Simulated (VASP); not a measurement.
# Li (P1) in VASP: notebook, part 2 of 3

VASP 6.6.1. The steps go on from the part before.

## (3) Single point, PBEsol

INCAR reads:

```
SYSTEM = Li
PREC = Accurate
ENCUT = 520
EDIFF = 1E-6
ISMEAR = -1
SIGMA = 0.11
LREAL = Auto
LASPH = .True.
NELM = 100
ALGO = Normal
ISIF = 2
LWAVE = .False.
LCHARG = .False.
GGA = PS
NBANDS = 38
```

KPOINTS reads:

```
Automatic mesh
0
Gamma
  2 2 2
  0 0 0
```

POSCAR reads:

```
Li
1.0
    7.2053150000      0.0000000000      0.0000000000
    0.0000000000      7.2053150000      0.0000000000
    0.0000000000      0.0000000000      7.2053150000
Li
16
Direct
    0.0427323441      0.0290896373      0.1223680020
    0.5914384035     -0.0206653005      0.0964288168
    0.0130736824      0.5096793131     -0.0862141350
   -0.0121715706      0.0400121299      0.5014770347
    0.3414562722      0.2929642909      0.2200458967
    0.5169517224      0.5278048219      0.0305052590
    0.4377740598      0.0479645928      0.4859190750
    0.6897130799      0.2789746180      0.3616635775
    0.0944302921      0.5188392180      0.4226463382
    0.3236499723      0.7433262807      0.2527162241
    0.2318149866      0.2667752902      0.8260013615
    0.5121358331      0.5634868149      0.4926363386
    0.8111928486      0.5873997181      0.2589199778
    0.7255338594      0.3069262066      0.7121687254
    0.2858029108      0.7490581605      0.8104989164
    0.7733457871      0.7992849723      0.6205974340
```

Potentials or basis: VASP PAW PBE potentials, release 64 (Li_sv).

Command:

```bash
$ cat potpaw_PBE.64/Li_sv/POTCAR > POTCAR
$ mpirun -np 1 vasp_std > vasp.out
```

OUTCAR:

```text
SYSTEM = Li
   PREC = Accurate
   ENCUT = 520
   EDIFF = 1E-6
   ISMEAR = -1
   LREAL = Auto
   LASPH = .True.
   NELM = 100
   ISIF = 2
   GGA = PS

 ion  position               nearest neighbor table
   1  0.043  0.029  0.122-
   2  0.591  0.979  0.096-
   3  0.013  0.510  0.914-  11 2.44
   4  0.988  0.040  0.501-  16 2.48
   5  0.341  0.293  0.220-   6 2.52
   6  0.517  0.528  0.031-   5 2.52
   7  0.438  0.048  0.486-
   8  0.690  0.279  0.362-  13 2.50  14 2.55  12 2.59
   9  0.094  0.519  0.423-  13 2.41
  10  0.324  0.743  0.253-  12 2.55
  11  0.232  0.267  0.826-   3 2.44
  12  0.512  0.563  0.493-  10 2.55   8 2.59
  13  0.811  0.587  0.259-   9 2.41   8 2.50
  14  0.726  0.307  0.712-   8 2.55
  15  0.286  0.749  0.810-
  16  0.773  0.799  0.621-   4 2.48

  LATTYP: Found a simple cubic cell.
 ALAT       =     7.2053150000

  Lattice vectors:

 A1 = (   7.2053150000,   0.0000000000,   0.0000000000)
 A2 = (   0.0000000000,   7.2053150000,   0.0000000000)
 A3 = (   0.0000000000,   0.0000000000,   7.2053150000)

Analysis of symmetry for initial positions (statically):
=====================================================================
 Subroutine PRICEL returns:
 Original cell was already a primitive cell.

 Routine SETGRP: Setting up the symmetry group for a
 simple cubic supercell.

 Subroutine GETGRP returns: Found  1 space group operations
 (whereof  1 operations were pure point group operations)
 out of a pool of 48 trial point group operations.

The static configuration has the point symmetry C_1 .

Analysis of symmetry for dynamics (positions and initial velocities):
=====================================================================
 Subroutine PRICEL returns:
 Original cell was already a primitive cell.

 Routine SETGRP: Setting up the symmetry group for a
 simple cubic supercell.

 Subroutine GETGRP returns: Found  1 space group operations
 (whereof  1 operations were pure point group operations)
 out of a pool of 48 trial point group operations.

The dynamic configuration has the point symmetry C_1 .

 Subroutine INISYM returns: Found  1 space group operations
 (whereof  1 operations are pure point group operations),
 and found     1 'primitive' translations

----------------------------------------------------------------------------------------

                                     Primitive cell

  volume of cell :     374.0752

  direct lattice vectors                    reciprocal lattice vectors
     7.205315000  0.000000000  0.000000000     0.138786438  0.000000000  0.000000000
     0.000000000  7.205315000  0.000000000     0.000000000  0.138786438  0.000000000
     0.000000000  0.000000000  7.205315000     0.000000000  0.000000000  0.138786438

  length of vectors
     7.205315000  7.205315000  7.205315000     0.138786438  0.138786438  0.138786438

  position of ions in fractional coordinates (direct lattice)
     0.042732344  0.029089637  0.122368002
     0.591438403  0.979334700  0.096428817
     0.013073682  0.509679313  0.913785865
[... 58 lines left out ...]

 Following reciprocal coordinates:
            Coordinates               Weight
  0.000000  0.000000  0.000000      1.000000
  0.500000  0.000000  0.000000      1.000000
  0.000000  0.500000  0.000000      1.000000
  0.000000  0.000000  0.500000      1.000000
  0.500000  0.500000  0.000000      1.000000
  0.000000  0.500000  0.500000      1.000000
  0.500000  0.000000  0.500000      1.000000
  0.500000  0.500000  0.500000      1.000000
   k-points           NKPTS =      8   k-points in BZ     NKDIM =      8   number of bands    NBANDS=     38
   number of dos      NEDOS =    301   number of ions     NIONS =     16
   total plane-waves  NPLWV = 157464
   dimension x,y,z NGX =    54 NGY =   54 NGZ =   54
   dimension x,y,z NGXF=   108 NGYF=  108 NGZF=  108
   ions per type =              16
   NGX,Y,Z   is equivalent  to a cutoff of  12.46, 12.46, 12.46 a.u.
   NGXF,Y,Z  is equivalent  to a cutoff of  24.92, 24.92, 24.92 a.u.
 SYSTEM =  Li
   PREC   = accura    normal or accurate (medium, high low for compatibility)
   ISTART =      0    job   : 0-new  1-cont  2-samecut
   ICHARG =      2    charge: 1-file 2-atom 10-const
   ISPIN  =      1    spin polarized calculation?
   LNONCOLLINEAR =      F non collinear calculations
   LSORBIT =      F    spin-orbit coupling
   LASPH  =      T    aspherical Exc in radial PAW
   ENCUT  =  520.0 eV  38.22 Ry    6.18 a.u.  13.40 13.40 13.40*2*pi/ulx,y,z
   NELM   =    100;   NELMIN=  2; NELMDL= -5     # of ELM steps
   EDIFF  = 0.1E-05   stopping-criterion for ELM
   LREAL  =      T    real-space projection
   EDIFFG = 0.1E-04   stopping-criterion for IOM
   NSW    =      0    number of steps for IOM
   IBRION =     -1    ionic relax: 0-MD 1-quasi-New 2-CG
   NFREE  =      0    steps in history (QN), initial steepest desc. (CG)
   ISIF   =      2    stress and relaxation
   ISYM   =      2    0-nonsym 1-usesym 2-fastsym
   POTIM  = 0.5000    time-step for ionic-motion
   TEBEG  =    0.0;   TEEND  =   0.0 temperature during run
   PSTRESS=    0.0 pullay stress
   NELECT =      48.0000    total number of electrons
   NUPDOWN=      -1.0000    fix difference up-down
   EMIN   =  10.00;   EMAX   =-10.00  energy-range for DOS
   EFERMI =   0.00;   METHOD = LEGACY
   ISMEAR =    -1;   SIGMA  =   0.11  broadening in eV -4-tet -1-fermi 0-gaus
   EFERMI_NEDOS =   21; number of points for ismear=-14 and -15
   IALGO  =     38    algorithm
   IMIX   =      4    mixing-type and parameters
     AMIX     =   0.40;   BMIX     =  1.00
     AMIX_MAG =   1.60;   BMIX_MAG =  1.00
  volume/ion in A,a.u.               =      23.38       157.77
  Fermi-wavevector in a.u.,A,eV,Ry     =   0.825725  1.560395  9.276756  0.681822
  Thomas-Fermi vector in A             =   1.937634
   LORBIT       =      0    0 simple, 1 ext, 2 COOP (PROOUT), +10 PAW based schemes
   GGA     = PS    functional components
   LHFCALC =     F    Hartree Fock is set to
   AEXX    =    0.0000 exact exchange contribution
   IVDW    =     0    specifies the selected vdW correction
   LEPSILON=     F    determine dielectric tensor
   LRPA    =     F    only Hartree local field effects (RPA)
 non-spin polarized calculation
  energy-cutoff  :      520.00
  volume of cell :      374.08
 maximum number of plane-waves:     10090
 NGX is ok and might be reduce to    54
   NGX = 27   NGY = 27   NGZ = 27

 number of electron      47.9999985 magnetization

 Free energy of the ion-electron system (eV)
  ---------------------------------------------------
  ext. energy  EPLUGINS =         0.00000000
  ---------------------------------------------------
  free energy    TOTEN  =       -28.64915953 eV

  energy without entropy =      -28.30349877  energy(sigma->0) =      -28.47632915

 E-fermi :   0.0648     XC(G=0):  -6.6329

 val. band max:        0.0508978671   @ k =   0.0000   0.5000   0.0000
 cond. band min:       0.0724643872   @ k =   0.5000   0.0000   0.5000
 fundamental gap:      0.0215665201
 Fermi energy:         0.0647911702

 k-point     1 :       0.0000    0.0000    0.0000
  band No.  band energies     occupation
      1     -46.4015      2.00000
      2     -46.3834      2.00000
      3     -46.3424      2.00000
      4     -46.3368      2.00000
      5     -46.2791      2.00000
      6     -46.2382      2.00000
[... 301 lines left out ...]
     35       2.8825      0.00000
     36       3.1213      0.00000
 [bands above 36 left out]

------------------------ aborting loop because EDIFF is reached ----------------------------------------

  FORCE on cell =-STRESS in cart. coord.  units (eV):
  Direction    XX          YY          ZZ          XY          YZ          ZX
  --------------------------------------------------------------------------------------
  -------------------------------------------------------------------------------------
  Total        0.5267815     -1.2761470     -1.1967651      0.9057882     -0.4375193     -0.4300707
  in kB        2.2562239     -5.4657829     -5.1257873      3.8795230     -1.8739106     -1.8420079
  external PRESSURE =      -2.7784488 kB  Pullay stress =       0.0000000 kB

 VOLUME and BASIS-vectors are now :
 -----------------------------------------------------------------------------
  energy-cutoff  :      520.00
  volume of cell :      374.08
      direct lattice vectors                 reciprocal lattice vectors
     7.205315000  0.000000000  0.000000000     0.138786438  0.000000000  0.000000000
     0.000000000  7.205315000  0.000000000     0.000000000  0.138786438  0.000000000
     0.000000000  0.000000000  7.205315000     0.000000000  0.000000000  0.138786438

 POSITION                                       TOTAL-FORCE (eV/Angst)
 -----------------------------------------------------------------------------------
      0.30790      0.20960      0.88170        -0.106771     -0.066459     -0.228114
      4.26150      7.05642      0.69480         0.151214      0.003633     -0.228905
      0.09420      3.67240      6.58411        -0.453365      0.349220      0.353107
      7.11761      0.28830      3.61330         0.490486      0.298053     -0.020131
      2.46030      2.11090      1.58550        -0.453003     -0.011659      0.001581
      3.72480      3.80300      0.21980         0.300005     -0.081400     -0.425793
[... 8 lines left out ...]
      2.05930      5.39720      5.83990         0.046217      0.336065     -0.257164
      5.57220      5.75910      4.47160        -0.197958     -0.267554      0.379276
 -----------------------------------------------------------------------------------
    total drift:                               -0.007678      0.010314     -0.003243

  FREE ENERGIE OF THE ION-ELECTRON SYSTEM (eV)
  ---------------------------------------------------
  free  energy   TOTEN  =       -28.6491595290 eV

  energy  without entropy=      -28.3034987674  energy(sigma->0) =      -28.47632915
```

It took 81 s on 1 thread of Intel Xeon 6975P-C (Granite Rapids), shared host; peak memory 0.37 GiB.

What came out:

| Quantity | Value |
| --- | --- |
| Free energy | -28.6492 eV |
| Largest force | 0.821 eV/Å |
| Band gap on the k mesh | zero (band 24 reaches 0.42 eV, above the bottom of band 25 at -0.23 eV) |

Forces on the atoms (eV/Å):
```
Li  -0.107 -0.066 -0.228
Li   0.151  0.004 -0.229
Li  -0.453  0.349  0.353
Li   0.490  0.298 -0.020
Li  -0.453 -0.012  0.002
Li   0.300 -0.081 -0.426
Li  -0.141 -0.293  0.363
Li   0.449 -0.348 -0.506
Li   0.164 -0.391  0.703
Li  -0.345  0.370 -0.196
Li   0.556 -0.388 -0.455
Li  -0.330 -0.119  0.429
Li  -0.130  0.693 -0.382
Li   0.000 -0.083  0.470
Li   0.046  0.336 -0.257
Li  -0.198 -0.268  0.379
```

Levels at points of the mesh, in eV from the Fermi level:
```csv
k point,band 19,band 20,band 21,band 22,band 23,band 24,band 25,band 26,band 27,band 28
"(0.00, 0.00, 0.00)",-1.06,-1.00,-0.91,-0.81,-0.72,0.35,0.48,0.58,0.63,0.81
"(0.50, 0.00, 0.00)",-0.68,-0.53,-0.50,-0.44,-0.42,-0.33,-0.30,-0.15,1.03,1.15
"(0.00, 0.50, 0.00)",-0.78,-0.69,-0.52,-0.44,-0.33,-0.29,-0.16,-0.01,0.96,1.14
"(0.00, 0.00, 0.50)",-0.71,-0.60,-0.56,-0.51,-0.33,-0.27,-0.19,-0.11,1.01,1.15
"(0.50, 0.50, 0.00)",-2.05,-1.91,-0.22,-0.17,-0.07,0.15,0.25,0.26,0.54,0.74
"(0.00, 0.50, 0.50)",-2.04,-1.79,-0.35,-0.13,-0.09,0.13,0.17,0.31,0.46,0.75
"(0.50, 0.00, 0.50)",-1.98,-1.82,-0.41,-0.16,-0.05,0.01,0.26,0.42,0.50,0.83
"(0.50, 0.50, 0.50)",-1.64,-1.52,-1.48,-1.38,-1.28,-1.08,1.75,1.82,1.96,2.08
```

Caveat: the k points lie up to 0.44 Å⁻¹ apart; the cutoff is under 1.25 times the usual one of these potentials, so pressure, stress and relaxed cells hold a basis-set (Pulay) error; the PAW data sets were made with another functional, which shifts forces and pressure a little.

## (4) Single point, PBEsol

INCAR reads:

```
PREC     = Accurate       # precision mode
ENCUT    = 520            # plane-wave cutoff, eV
EDIFF    = 1E-6           # SCF threshold, eV
ISMEAR   = -1             # smearing method
SIGMA    = 0.11           # smearing width, eV
LREAL    = Auto         
LASPH    = True           # aspherical terms in the spheres
NELM     = 100            # most SCF steps
ALGO     = Normal         # electronic algorithm
ISIF     = 2              # what is computed and relaxed
LWAVE    = False          # write WAVECAR
LCHARG   = False          # write CHGCAR
GGA      = PS             # functional
NBANDS   = 38             # bands
```

KPOINTS reads:

```
regular mesh
0
Gamma
  2 2 2
```

POSCAR reads:

```
Li
1.0
    7.2053150000      0.0000000000      0.0000000000
    0.0000000000      7.2053150000      0.0000000000
    0.0000000000      0.0000000000      7.2053150000
Li
16
Direct
    0.0865749797      0.0831747120      0.0626481979
    0.5546044829      0.0352933911      0.0840907025
   -0.0018874956      0.5487338166     -0.0744034092
    0.0441896017      0.0464101847      0.4860994974
    0.3102987170      0.2838737793      0.2546869915
    0.6002374636      0.5801550661     -0.0047464962
    0.4757599078      0.0623151104      0.5023236319
    0.7479617477      0.2677745525      0.3359325720
    0.1011891916      0.4613538756      0.4643377840
    0.2882871880      0.7938306653      0.2829300315
    0.2523970153      0.2386849152      0.7386908137
    0.4058670579      0.5188392180      0.5422524900
    0.7944413256      0.6210276719      0.2708000969
    0.7783282202      0.3175433690      0.7411612122
    0.2732566168      0.8157311651      0.8474577447
    0.8051972745      0.7175397606      0.6020416873
```

Command:

```bash
$ cat potpaw_PBE.64/Li_sv/POTCAR > POTCAR
$ mpirun -np 1 vasp_std > vasp.out
```

Wall time 98 s (1 thread of Intel Xeon 6975P-C (Granite Rapids), shared host); peak memory 0.37 GiB.

Results (log left out):

| Property | Result |
| --- | --- |
| Free energy | -28.7311 eV |
| Largest force | 1.226 eV/Å |
| Band gap on the k mesh | zero (band 24 reaches 0.45 eV, above the bottom of band 25 at -0.22 eV) |

Forces on the atoms (eV/Å):
```
Li  -0.632 -0.077 -0.003
Li   0.191 -0.149 -0.355
Li   0.428 -0.088  0.286
Li  -0.051 -0.189  0.041
Li   0.275  0.272 -0.443
Li  -0.704 -0.225 -0.331
Li   0.179 -0.368  0.229
Li   0.121  0.095 -0.106
Li  -1.023  0.090  0.093
Li  -0.068 -0.180 -0.123
Li   0.096  0.116  0.471
Li   1.143  0.326  0.302
Li   0.201  0.435 -0.044
Li  -0.147 -0.354 -0.137
Li   0.121 -0.025 -0.417
Li  -0.132  0.322  0.539
```

Levels at points of the mesh, in eV from the Fermi level:
| k point | band 21 | band 22 | band 23 | band 24 | band 25 | band 26 |
| --- | --- | --- | --- | --- | --- | --- |
| (0.00, 0.00, 0.00) | -0.88 | -0.82 | -0.65 | 0.39 | 0.45 | 0.56 |
| (0.50, 0.00, 0.00) | -0.50 | -0.46 | -0.37 | -0.34 | -0.23 | -0.10 |
| (0.00, 0.50, 0.00) | -0.49 | -0.47 | -0.43 | -0.30 | -0.28 | -0.11 |
| (0.00, 0.00, 0.50) | -0.62 | -0.53 | -0.31 | -0.25 | -0.16 | -0.02 |
| (0.50, 0.50, 0.00) | -0.30 | -0.16 | -0.05 | 0.04 | 0.13 | 0.38 |
| (0.00, 0.50, 0.50) | -0.29 | -0.23 | -0.01 | 0.17 | 0.18 | 0.29 |
| (0.50, 0.00, 0.50) | -0.31 | -0.15 | -0.02 | 0.04 | 0.21 | 0.39 |
| (0.50, 0.50, 0.50) | -1.48 | -1.39 | -1.32 | -1.07 | 1.52 | 1.82 |

Caveat: the k points lie up to 0.44 Å⁻¹ apart; the cutoff is under 1.25 times the usual one of these potentials, so pressure, stress and relaxed cells hold a basis-set (Pulay) error; the PAW data sets were made with another functional, which shifts forces and pressure a little.

(Continued in part 3 of 3.)
